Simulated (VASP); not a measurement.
Write the native input for VASP 6.6.1 that does the following.

* Task: single point
* Functional: PBE
* Potentials or basis: VASP PAW PBE potentials, release 64 (W_sv, S)
* Cutoff: 520 eV
* k mesh: 10 × 10 × 2
* Occupations: gaussian, width 0.05 eV
* Spin: collinear spin, ferromagnetic start
* Starting moments: [0.05, 0.05, 0.0, 0.0, 0.0, 0.0] μB
* Dipole correction: no
* Further INCAR settings: ALGO = Normal; EDIFF = 1e-06; NBANDS = 39

The structure of WS2 lies in POSCAR:

```
WS2
1.0
    3.1884935791      0.0000000001      0.0000000000
   -1.5942467896      2.7613164392      0.0000000000
    0.0000000000      0.0000000000     15.1479377563
W S
2 4
Direct
    0.3333333333      0.6666666667      0.2500000000
    0.6666666667      0.3333333333      0.7500000000
    0.3333333333      0.6666666667      0.6462967477
    0.6666666667      0.3333333333      0.1462967477
    0.3333333333      0.6666666667      0.8537032523
    0.6666666667      0.3333333333      0.3537032523
```

This cell differs from its parent crystal: volume scaled by 1.020.

One way to write it, as run:

INCAR

```
SYSTEM = WS2
PREC = Accurate ; ENCUT = 520
EDIFF = 1E-6 ; ISMEAR = 0
SIGMA = 0.05 ; LREAL = .FALSE.
LASPH = .TRUE. ; NELM = 150
ALGO = Normal ; ISIF = 2
LWAVE = .FALSE. ; LCHARG = .FALSE.
ISPIN = 2 ; MAGMOM = 0.05 0.05 0 0 0 0
LORBIT = 11 ; LMAXMIX = 4
GGA = PE ; NBANDS = 39
```

KPOINTS

```
Automatic mesh
0
G
  10 10 2
  0 0 0
```

Potentials or basis: VASP PAW PBE potentials, release 64 (W_sv, S).

The run is started by

```bash
$ cat potpaw_PBE.64/W_sv/POTCAR potpaw_PBE.64/S/POTCAR > POTCAR
$ mpirun -np 1 vasp_std > vasp.out
```

It gave:

The pressure is -0.1 GPa. The band gap on the k mesh is 1.83 eV, indirect (least direct gap 2.14 eV). The net moment is 0.00 μB per cell and the valence electrons inside the program's atomic spheres are W 11.99; S 3.72.

Caveat: spin-orbit coupling is left out, which moves the levels of the heavy elements; this functional lacks dispersion, which binds the layers, so the pressure and a relaxed spacing across them are unreliable.

It took 2 min on 1 thread of Intel(R) Xeon(R) 6975P-C (Granite Rapids), on a shared host, peak memory 0.42 GiB.
